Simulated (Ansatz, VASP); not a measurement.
# Two plane-wave programs on ZrS

INCAR

```
SYSTEM = ZrS
ALGO = Normal
EDIFF = 1E-6
ENCUT = 520
GGA = PS
ISIF = 2
ISMEAR = 0
LASPH = .TRUE.
LCHARG = .FALSE.
LREAL = .FALSE.
LWAVE = .FALSE.
NBANDS = 16
NELM = 60
PREC = Accurate
SIGMA = 0.15
```

Contents of KPOINTS:

```
k-points
0
G
  16 16 16
  0 0 0
```

Contents of POSCAR:

```
ZrS
1.0
    0.0000000000      2.5856250000      2.7037500000
    2.5856250000      0.0000000000      2.7037500000
    2.5856250000      2.5856250000      0.0000000000
Zr S
1 1
Direct
    0.0000000000      0.0000000000      0.0000000000
    0.5000000000      0.5000000000      0.5000000000
```

Input for Ansatz:

```yaml
crystal:
  lattice:
    - [0.0, 2.585625, 2.70375]
    - [2.585625, 0.0, 2.70375]
    - [2.585625, 2.585625, 0.0]
  atoms:
    - { symbol: Zr, position: [0.0, 0.0, 0.0] }
    - { symbol: S, position: [0.5, 0.5, 0.5] }
basis:
  ecutwfc: 420
kpoints:
  mp_grid: { grid: [16, 16, 16] }
hamiltonian:
  xc: pbesol
scf:
  occupations: { method: gaussian, width: 0.15 }
output:
  forces: true
  stress: true
  eigenvalues: true
```

Change from the starting cell: strain -0.015 along x and y, +0.030 along z, atoms carried along.

Alike in both runs: task single point; functional PBEsol; k mesh 16 × 16 × 16; occupations gaussian, width 0.15 eV; no spin polarisation.

|  | VASP | Ansatz |
| --- | --- | --- |
| version | VASP 6.6.1 | Ansatz 0.2.0 |
| potentials or method | VASP PAW PBE potentials, release 64 (Zr_sv, S), cutoff 520 eV | scalar-relativistic, plane waves, PAW |
| valence electrons in the cell | 18 | 18 |

```csv
,VASP,Ansatz,Ansatz less VASP
gap on the k mesh at the Fermi level (eV),none,none,-
pressure (GPa),-5.5,-5.7,-0.19
"traceless stress, the component that is largest in VASP (GPa)",-6.39,-6.33,+0.055
```

VASP's potentials were made for PBE, not for PBEsol. A gap of «none» marks a metal or a gap that the smearing closes.
